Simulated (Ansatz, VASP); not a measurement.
One calculation of Al12H, two programs

INCAR

```
SYSTEM = Al12H
PREC = Accurate ; ENCUT = 520
EDIFF = 1E-7 ; ISMEAR = 0
SIGMA = 0.1 ; LREAL = .FALSE.
LASPH = .TRUE. ; NELM = 150
ALGO = Normal ; ISIF = 2
LWAVE = .FALSE. ; LCHARG = .FALSE.
ISPIN = 2 ; MAGMOM = 0 0 0 0 0 0 0 0 0 0 0 0 1
LORBIT = 11 ; LDIPOL = .TRUE.
IDIPOL = 3 ; DIPOL = 0.5 0.5 0.307
GGA = PE ; NBANDS = 34
```

File KPOINTS:

```
Automatic mesh
0
G
  6 6 1
  0 0 0
```

The input POSCAR:

```
Al12H
1.0
    5.7143028096      0.0000000000      0.0000000000
   -2.8571514048      4.9487313980      0.0000000000
    0.0000000000      0.0000000000     21.6016424764
Al H
12 1
Direct
    0.3333333333      0.1666666667      0.1851711047
    0.3333333333      0.6666666667      0.1851711047
    0.8333333333      0.1666666667      0.1851711047
    0.8333333333      0.6666666667      0.1851711047
    0.1666666667      0.3333333333      0.2916873740
    0.1666666667      0.8333333333      0.2916873740
    0.6666666667      0.3333333333      0.2916873740
    0.6666666667      0.8333333333      0.2916873740
    0.0000000000      0.0000000000      0.3981939098
    0.0000000000      0.5000000000      0.3981939098
    0.5000000000      0.0000000000      0.3981939098
    0.5000000000      0.5000000000      0.3981939098
    0.1111111111     -0.1111111111      0.4940199565
```

Input for Ansatz:

```yaml
crystal:
  lattice:
    - [5.7143028096, 0.0, 0.0]
    - [-2.8571514048, 4.948731398, 0.0]
    - [0.0, 0.0, 21.6016424764]
  atoms:
    - { symbol: Al, position: [0.3333333333, 0.1666666667, 0.1851711047] }
    - { symbol: Al, position: [0.3333333333, 0.6666666667, 0.1851711047] }
    - { symbol: Al, position: [0.8333333333, 0.1666666667, 0.1851711047] }
    - { symbol: Al, position: [0.8333333333, 0.6666666667, 0.1851711047] }
    - { symbol: Al, position: [0.1666666667, 0.3333333333, 0.291687374] }
    - { symbol: Al, position: [0.1666666667, 0.8333333333, 0.291687374] }
    - { symbol: Al, position: [0.6666666667, 0.3333333333, 0.291687374] }
    - { symbol: Al, position: [0.6666666667, 0.8333333333, 0.291687374] }
    - { symbol: Al, position: [0.0, 0.0, 0.3981939098] }
    - { symbol: Al, position: [0.0, 0.5, 0.3981939098] }
    - { symbol: Al, position: [0.5, 0.0, 0.3981939098] }
    - { symbol: Al, position: [0.5, 0.5, 0.3981939098] }
    - { symbol: H, position: [0.1111111111, -0.1111111111, 0.4940199565], spin: 1.0 }
basis:
  ecutwfc: 420
kpoints:
  mp_grid: { grid: [6, 6, 1] }
hamiltonian:
  xc: pbe
scf:
  occupations: { method: gaussian, width: 0.1 }
output:
  forces: true
  eigenvalues: true
  populations: true
magnetization:
  spin_polarized: true
efield:
  axis: 3
  dipole_correction: true
  ramp_width: 0.04
```

Alike in both runs: task single point; functional PBE; k mesh 6 × 6 × 1; occupations gaussian, width 0.1 eV; collinear spin.

```csv
,VASP,Ansatz
version,VASP 6.6.1,Ansatz 0.2.0
potentials or method,"VASP PAW PBE potentials, release 64 (Al, H), cutoff 520 eV","scalar-relativistic, plane waves, PAW"
valence electrons in the cell,37,37
```

```csv
,VASP,Ansatz,Ansatz less VASP
gap on the k mesh at the Fermi level (eV),none,none,-
rms of the force components (eV/Å),0.345,0.345,-0.0001
net moment per atom (μB),0.00,0.00,0.000
```

Atom by atom the forces differ by 0.001 eV/Å (rms over components). A gap of «none» marks a metal or a gap that the smearing closes. The functional is the same, so the differences come from potentials, cutoffs and numerics. Ansatz's warnings: seeded moment not kept.
